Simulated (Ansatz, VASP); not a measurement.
One calculation of P, two programs

POSCAR

```
P
1.0
    4.4144220315      0.0000000000      0.0000000000
   -2.2072110158      3.8230016223      0.0000000000
    0.0000000000      0.0000000000      2.7060407053
P
3
Direct
    0.0000000000      0.0000000000      0.0000000000
    0.3333333333      0.6666666667      0.5000000000
    0.6666666667      0.3333333333      0.5000000000
```

Contents of INCAR.step1:

```
  PREC = Accurate
  ENCUT = 550
  ISMEAR = -1
  SIGMA = 0.1
  LREAL = F
  LASPH = T
  NELM = 120
  GGA = PE
  ALGO = Normal
  EDIFF = 1E-5
  LWAVE = T
  LCHARG = F
  GGA_COMPAT = F
  IBRION = 2
  ISIF = 3
  EDIFFG = -0.005
  NELMIN = 4
  NSW = 100
```

The input INCAR.step2:

```
  PREC = Accurate
  ENCUT = 550
  EDIFF = 1E-7
  ISMEAR = -1
  SIGMA = 0.1
  LREAL = F
  LASPH = T
  NELM = 120
  ALGO = Normal
  ISIF = 3
  LWAVE = F
  LCHARG = F
  METAGGA = R2SCAN
  LMIXTAU = T
  IBRION = 2
  NSW = 80
  EDIFFG = -0.01
  ISTART = 1
  GGA_COMPAT = F
  NELMIN = 4
```

Contents of KPOINTS:

```
regular mesh
0
Gamma
  8 8 12
```

Input for Ansatz:

```yaml
crystal:
  lattice:
    - [4.4144220315, 0.0, 0.0]
    - [-2.2072110158, 3.8230016223, 0.0]
    - [0.0, 0.0, 2.7060407053]
  atoms:
    - { symbol: P, position: [0.0, 0.0, 0.0] }
    - { symbol: P, position: [0.3333333333, 0.6666666667, 0.5] }
    - { symbol: P, position: [0.6666666667, 0.3333333333, 0.5] }
hamiltonian:
  xc: r2scan
  pseudopotentials:
    kind: paw
    azcp:
      P: "pseudopotentials/P.paw.azcp"
basis:
  ecutwfc: 500
  fft_grid_basis: typed
kpoints:
  mp_grid: { grid: [8, 8, 12], shift: [0, 0, 0] }
magnetization:
  spin_polarized: false
scf:
  occupations: { method: fermi_dirac, width: 0.1 }
relax:
  max_steps: 60
  f_tol: 0.01
  cell: {}
output:
  write_density: true
  write_potential: true
  elf: true
  volumetric_format: npy
```

Alike in both runs: task relaxation of cell and atoms; functional r2SCAN; k mesh 8 × 8 × 12; occupations fermi-dirac, width 0.1 eV; no spin polarisation.

|  | VASP | Ansatz |
| --- | --- | --- |
| version | VASP 6.6.1 | Ansatz 0.2.0 |
| potentials or method | VASP PAW PBE potentials, release 64 (P), cutoff 550 eV | plane waves (500 eV) with PAW, scalar-relativistic |
| valence electrons in the cell | 15 | 15 |

Ansatz gave:

```
relaxed volume (Å³/atom)                                                      : 14.45
relaxed length of the cell vector where the two differ most in proportion (Å) : 4.475
```

Task: Estimate VASP's values.

Result: Relaxed volume (Å³/atom): 14.43; relaxed length of the cell vector where the two differ most in proportion (Å): 4.473.

VASP's potentials were made for PBE, not for r2SCAN.
